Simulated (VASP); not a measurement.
# CoSbH4 (F-43m) in VASP: notebook

The runs below take CoSbH4 through single point, relaxation of cell and atoms, with PBE.

Program: VASP 6.6.1. These are calculated values, not measurements. Logs are shortened: lines on timing, memory, paths and dates and some standing lists are left out, and cuts for length are marked.

### Step 1. The cell of the first run

Symmetry: F-43m, No. 216, cubic system. The conventional cell has a = 5.838 Å, b = 5.838 Å, c = 5.838 Å, α = 90.00°, β = 90.00°, γ = 90.00°. Co (site symmetry -43m) has 12 H at 2.38 Å and 4 Sb at 2.53 Å within 3.1 Å. Sb (site symmetry -43m) has 4 Co at 2.53 Å and 12 H at 2.53 Å within 3.3 Å. H (site symmetry 3m) has 3 H at 1.37 Å within 1.8 Å.

The cell was built from a structure type or drawn by symmetry, and may not be a known phase.

### Step 2. Single point, PBE, collinear spin, ferromagnetic start

Contents of INCAR:

```
  ALGO = Normal
  EDIFF = 1E-7
  ENCUT = 520
  GGA = PE
  ISIF = 2
  ISMEAR = 0
  ISPIN = 2
  LASPH = T
  LCHARG = T
  LELF = T
  LMAXMIX = 4
  LORBIT = 11
  LREAL = F
  LVHAR = T
  LWAVE = F
  MAGMOM = 3 0 0 0 0 0
  NBANDS = 22
  NELM = 150
  PREC = Accurate
  SIGMA = 0.2
```

Contents of KPOINTS:

```
k-points
0
Gamma
  4 4 4
```

Contents of POSCAR:

```
CoSbH4
1.0
    0.0000000000      2.9190478831      2.9190478831
    2.9190478831      0.0000000000      2.9190478831
    2.9190478831      2.9190478831      0.0000000000
Co Sb H
1 1 4
Direct
    0.0000000000      0.0000000000      0.0000000000
    0.2500000000      0.2500000000      0.2500000000
    0.6668580779      0.6668580779     -0.0005742338
    0.6668580779     -0.0005742338      0.6668580779
    0.6668580779      0.6668580779      0.6668580779
   -0.0005742338      0.6668580779      0.6668580779
```

Potentials or basis: VASP PAW PBE potentials, release 64 (Co, Sb, H).

On the command line:

```bash
$ cat potpaw_PBE.64/Co/POTCAR potpaw_PBE.64/Sb/POTCAR potpaw_PBE.64/H/POTCAR > POTCAR
$ mpirun -np 1 vasp_std > vasp.out
```

OUTCAR:

```text
EDIFF = 1E-7
   ENCUT = 520
   GGA = PE
   ISIF = 2
   ISMEAR = 0
   ISPIN = 2
   LASPH = T
   LORBIT = 11
   LREAL = F
   NELM = 150
   PREC = Accurate

 ion  position               nearest neighbor table
   1  0.000  0.000  0.000-   2 2.53   2 2.53   2 2.53   2 2.53
   2  0.250  0.250  0.250-   1 2.53   1 2.53   1 2.53   1 2.53
   3  0.667  0.667  0.999-
   4  0.667  0.999  0.667-
   5  0.667  0.667  0.667-
   6  0.999  0.667  0.667-

  LATTYP: Found a face centered cubic cell.
 ALAT       =     5.8380957662

  Lattice vectors:

 A1 = (   0.0000000000,   2.9190478831,   2.9190478831)
 A2 = (   2.9190478831,   0.0000000000,   2.9190478831)
 A3 = (   2.9190478831,   2.9190478831,   0.0000000000)

Analysis of symmetry for initial positions (statically):
=====================================================================
 Subroutine PRICEL returns:
 Original cell was already a primitive cell.

 Routine SETGRP: Setting up the symmetry group for a
 face centered cubic supercell.

 Subroutine GETGRP returns: Found 24 space group operations
 (whereof 24 operations were pure point group operations)
 out of a pool of 48 trial point group operations.

The static configuration has the point symmetry T_d .

Analysis of symmetry for dynamics (positions and initial velocities):
=====================================================================
 Subroutine PRICEL returns:
 Original cell was already a primitive cell.

 Routine SETGRP: Setting up the symmetry group for a
 face centered cubic supercell.

 Subroutine GETGRP returns: Found 24 space group operations
 (whereof 24 operations were pure point group operations)
 out of a pool of 48 trial point group operations.

The dynamic configuration has the point symmetry T_d .

Analysis of structural, dynamic, and magnetic symmetry:
=====================================================================
 Subroutine PRICEL returns:
 Original cell was already a primitive cell.

 Routine SETGRP: Setting up the symmetry group for a
 face centered cubic supercell.

 Subroutine GETGRP returns: Found 24 space group operations
 (whereof 24 operations were pure point group operations)
 out of a pool of 48 trial point group operations.

The overall configuration has the point symmetry T_d .

 Subroutine INISYM returns: Found 24 space group operations
 (whereof 24 operations are pure point group operations),
 and found     1 'primitive' translations

----------------------------------------------------------------------------------------

                                     Primitive cell

  volume of cell :      49.7455

  direct lattice vectors                    reciprocal lattice vectors
     0.000000000  2.919047883  2.919047883    -0.171288728  0.171288728  0.171288728
     2.919047883  0.000000000  2.919047883     0.171288728 -0.171288728  0.171288728
     2.919047883  2.919047883  0.000000000     0.171288728  0.171288728 -0.171288728

  length of vectors
     4.128157105  4.128157105  4.128157105     0.296680780  0.296680780  0.296680780

  position of ions in fractional coordinates (direct lattice)
     0.000000000  0.000000000  0.000000000
     0.250000000  0.250000000  0.250000000
     0.666858078  0.666858078  0.999425766
     0.666858078  0.999425766  0.666858078
     0.666858078  0.666858078  0.666858078
     0.999425766  0.666858078  0.666858078

  ion indices of the primitive-cell ions
   primitive index   ion index
                 1           1
                 2           2
                 3           3
                 4           4
                 5           5
                 6           6

----------------------------------------------------------------------------------------

 KPOINTS: k-points

Automatic generation of k-mesh.
 Grid dimensions read from file:
 generate k-points for:    4    4    4

 Generating k-lattice:

  Cartesian coordinates                     Fractional coordinates (reciprocal lattice)
    -0.042822182  0.042822182  0.042822182     0.250000000  0.000000000  0.000000000
     0.042822182 -0.042822182  0.042822182     0.000000000  0.250000000  0.000000000
     0.042822182  0.042822182 -0.042822182     0.000000000  0.000000000  0.250000000

  Length of vectors
     0.074170195  0.074170195  0.074170195

  Shift w.r.t. Gamma in fractional coordinates (k-lattice)
     0.000000000  0.000000000  0.000000000

 Subroutine IBZKPT returns following result:
 ===========================================

 Found      8 irreducible k-points:

 Following reciprocal coordinates:
            Coordinates               Weight
  0.000000  0.000000  0.000000      1.000000
  0.250000  0.000000  0.000000      8.000000
  0.500000  0.000000  0.000000      4.000000
  0.250000  0.250000  0.000000      6.000000
  0.500000  0.250000  0.000000     24.000000
 -0.250000  0.250000  0.000000     12.000000
  0.500000  0.500000  0.000000      3.000000
 -0.250000  0.500000  0.250000      6.000000
   k-points           NKPTS =      8   k-points in BZ     NKDIM =      8   number of bands    NBANDS=     22
   number of dos      NEDOS =    301   number of ions     NIONS =      6
   total plane-waves  NPLWV =  32768
   dimension x,y,z NGX =    32 NGY =   32 NGZ =   32
   dimension x,y,z NGXF=    64 NGYF=   64 NGZF=   64
   ions per type =               1   1   4
   NGX,Y,Z   is equivalent  to a cutoff of  12.89, 12.89, 12.89 a.u.
   NGXF,Y,Z  is equivalent  to a cutoff of  25.77, 25.77, 25.77 a.u.
 SYSTEM =  unknown system
   PREC   = accura    normal or accurate (medium, high low for compatibility)
   ISTART =      0    job   : 0-new  1-cont  2-samecut
   ICHARG =      2    charge: 1-file 2-atom 10-const
   ISPIN  =      2    spin polarized calculation?
   LNONCOLLINEAR =      F non collinear calculations
   LSORBIT =      F    spin-orbit coupling
   LASPH  =      T    aspherical Exc in radial PAW
   ENCUT  =  520.0 eV  38.22 Ry    6.18 a.u.   7.68  7.68  7.68*2*pi/ulx,y,z
   NELM   =    150;   NELMIN=  2; NELMDL= -5     # of ELM steps
   EDIFF  = 0.1E-06   stopping-criterion for ELM
   LREAL  =      F    real-space projection
   EDIFFG = 0.1E-05   stopping-criterion for IOM
   NSW    =      0    number of steps for IOM
   IBRION =     -1    ionic relax: 0-MD 1-quasi-New 2-CG
   NFREE  =      0    steps in history (QN), initial steepest desc. (CG)
   ISIF   =      2    stress and relaxation
   ISYM   =      2    0-nonsym 1-usesym 2-fastsym
   POTIM  = 0.5000    time-step for ionic-motion
   TEBEG  =    0.0;   TEEND  =   0.0 temperature during run
   PSTRESS=    0.0 pullay stress
   NELECT =      18.0000    total number of electrons
   NUPDOWN=      -1.0000    fix difference up-down
   EMIN   =  10.00;   EMAX   =-10.00  energy-range for DOS
   EFERMI =   0.00;   METHOD = LEGACY
   ISMEAR =     0;   SIGMA  =   0.20  broadening in eV -4-tet -1-fermi 0-gaus
   EFERMI_NEDOS =   21; number of points for ismear=-14 and -15
   IALGO  =     38    algorithm
   IMIX   =      4    mixing-type and parameters
     AMIX     =   0.40;   BMIX     =  1.00
     AMIX_MAG =   1.60;   BMIX_MAG =  1.00
  volume/ion in A,a.u.               =       8.29        55.95
  Fermi-wavevector in a.u.,A,eV,Ry     =   1.166580  2.204516 18.516283  1.360908
  Thomas-Fermi vector in A             =   2.303091
   LORBIT       =     11    0 simple, 1 ext, 2 COOP (PROOUT), +10 PAW based schemes
   GGA     = PE    functional components
   LHFCALC =     F    Hartree Fock is set to
   AEXX    =    0.0000 exact exchange contribution
   IVDW    =     0    specifies the selected vdW correction
   LEPSILON=     F    determine dielectric tensor
   LRPA    =     F    only Hartree local field effects (RPA)
 spin polarized calculation
 Gauss-broadening in eV      SIGMA  =   0.20
  energy-cutoff  :      520.00
  volume of cell :       49.75
 maximum number of plane-waves:      1363
 NGX is ok and might be reduce to    32
   NGX = 15   NGY = 15   NGZ = 15

 number of electron      17.9999995 magnetization       0.5579605

 Free energy of the ion-electron system (eV)
  ---------------------------------------------------
  ext. energy  EPLUGINS =         0.00000000
  ---------------------------------------------------
  free energy    TOTEN  =       -19.11992692 eV

  energy without entropy =      -19.07505119  energy(sigma->0) =      -19.09748906

 E-fermi :   7.3864     XC(G=0): -11.0725

 val. band max:        7.3501630947   @ k =  -0.2500   0.2500   0.0000
 cond. band min:       7.5506214289   @ k =   0.2500   0.2500   0.0000
 fundamental gap:      0.2004583342
 Fermi energy:         7.3863907877

 spin component 1

 k-point     1 :       0.0000    0.0000    0.0000
  band No.  band energies     occupation
      1      -6.1186      1.00000
      2       2.0275      1.00000
      3       3.8867      1.00000
      4       3.8867      1.00000
      5       3.8867      1.00000
      6       5.8560      1.00000
[... 13 lines left out ...]
     20      16.7280      0.00000
     21      26.7945      0.00000

 k-point     2 :       0.2500    0.0000    0.0000
  band No.  band energies     occupation
      1      -5.3562      1.00000
      2      -0.2420      1.00000
      3       4.1055      1.00000
      4       4.1055      1.00000
      5       5.4533      1.00000
      6       5.6239      1.00000
[... 13 lines left out ...]
     20      19.4749      0.00000
     21      23.2997      0.00000
[... 102 lines left out ...]
      4       3.5289      1.00000
      5       3.5289      1.00000
      6       5.7915      1.00000
[... 13 lines left out ...]
     20      21.5678      0.00000
     21      22.2489      0.00000

 k-point     8 :      -0.2500    0.5000    0.2500
  band No.  band energies     occupation
      1      -2.7116      1.00000
      2      -2.1075      1.00000
      3       1.4413      1.00000
      4       1.8647      1.00000
      5       5.1601      1.00000
      6       5.6118      1.00000
[... 13 lines left out ...]
     20      21.0027      0.00000
     21      22.1539      0.00000
 Fermi energy:         7.3863907877

 spin component 2

 k-point     1 :       0.0000    0.0000    0.0000
  band No.  band energies     occupation
      1      -6.0981      1.00000
      2       2.0571      1.00000
      3       4.1019      1.00000
      4       4.1019      1.00000
      5       4.1019      1.00000
      6       6.3034      1.00000
[... 13 lines left out ...]
     20      16.7971      0.00000
     21      26.8452      0.00000

 k-point     2 :       0.2500    0.0000    0.0000
  band No.  band energies     occupation
      1      -5.3352      1.00000
      2      -0.2042      1.00000
      3       4.3229      1.00000
      4       4.3229      1.00000
      5       5.5991      1.00000
      6       6.0072      1.00000
[... 13 lines left out ...]
     20      19.5710      0.00000
     21      23.3419      0.00000
[... 102 lines left out ...]
      4       3.5444      1.00000
      5       3.5444      1.00000
      6       6.2522      1.00000
[... 13 lines left out ...]
     20      21.6365      0.00000
     21      22.2742      0.00000

 k-point     8 :      -0.2500    0.5000    0.2500
  band No.  band energies     occupation
      1      -2.6719      1.00000
      2      -2.0987      1.00000
      3       1.4817      1.00000
      4       1.8982      1.00000
      5       5.4457      1.00000
      6       5.9408      1.00000
[... 13 lines left out ...]
     20      21.0546      0.00000
     21      22.2082      0.00000
 [bands above 21 left out]

------------------------ aborting loop because EDIFF is reached ----------------------------------------

  FORCE on cell =-STRESS in cart. coord.  units (eV):
  Direction    XX          YY          ZZ          XY          YZ          ZX
  --------------------------------------------------------------------------------------
  -------------------------------------------------------------------------------------
  Total       -0.1148915     -0.1148915     -0.1148915     -0.0000000     -0.0000000     -0.0000000
  in kB       -3.7003668     -3.7003668     -3.7003668     -0.0000000     -0.0000000     -0.0000000
  external PRESSURE =      -3.7003668 kB  Pullay stress =       0.0000000 kB

 VOLUME and BASIS-vectors are now :
 -----------------------------------------------------------------------------
  energy-cutoff  :      520.00
  volume of cell :       49.75
      direct lattice vectors                 reciprocal lattice vectors
     0.000000000  2.919047883  2.919047883    -0.171288728  0.171288728  0.171288728
     2.919047883  0.000000000  2.919047883     0.171288728 -0.171288728  0.171288728
     2.919047883  2.919047883  0.000000000     0.171288728  0.171288728 -0.171288728

 POSITION                                       TOTAL-FORCE (eV/Angst)
 -----------------------------------------------------------------------------------
      0.00000      0.00000      0.00000         0.000000     -0.000000      0.000000
      1.45952      1.45952      1.45952         0.000000     -0.000000      0.000000
      4.86396      4.86396      3.89318         0.001405      0.001405     -0.001405
      4.86396      3.89318      4.86396         0.001405     -0.001405      0.001405
      3.89318      3.89318      3.89318        -0.001405     -0.001405     -0.001405
      3.89318      4.86396      4.86396        -0.001405      0.001405      0.001405
 -----------------------------------------------------------------------------------
    total drift:                                0.000001      0.000001      0.000001

  FREE ENERGIE OF THE ION-ELECTRON SYSTEM (eV)
  ---------------------------------------------------
  free  energy   TOTEN  =       -19.1199269246 eV

  energy  without entropy=      -19.0750511926  energy(sigma->0) =      -19.09748906

 total charge

# of ion       s       p       d       tot
------------------------------------------
    1        0.412   0.374   7.461   8.247
    2        1.147   1.194   0.090   2.431
    3        0.405   0.025   0.000   0.430
    4        0.405   0.025   0.000   0.430
    5        0.405   0.025   0.000   0.430
    6        0.405   0.025   0.000   0.430
--------------------------------------------------
tot          3.178   1.669   7.551  12.399

 magnetization (x)

# of ion       s       p       d       tot
------------------------------------------
    1        0.000   0.007   0.519   0.526
    2        0.017  -0.010  -0.002   0.005
    3        0.003   0.000   0.000   0.003
    4        0.003   0.000   0.000   0.003
    5        0.003   0.000   0.000   0.003
    6        0.003   0.000   0.000   0.003
--------------------------------------------------
tot          0.030  -0.002   0.516   0.545
```

Run time: 45 s. Hardware: 1 thread of Intel Xeon 8259CL, shared host; peak memory 0.2 GiB.

What came out:

* Free energy: -19.1199 eV
* Pressure: -0.4 GPa
* Net moment: 0.56 μB per cell
* Site moments: Co +0.53; Sb +0.01; H +0.00 μB
* Valence electrons inside the program's atomic spheres: Co 8.25; Sb 2.43; H 0.43

Forces in eV/Å, atoms in the order of the input:
```
Co   0.000  0.000  0.000
Sb   0.000  0.000  0.000
H    0.001  0.001 -0.001
H    0.001 -0.001  0.001
H   -0.001 -0.001 -0.001
H   -0.001  0.001  0.001
```

Caveat: the k points lie up to 0.47 Å⁻¹ apart; spin-orbit coupling is left out, which moves the levels of the heavy elements; a cell with one magnetic atom can't hold antiferromagnetic order, which such compounds often take.

(Part 1 of 2 ends here.)
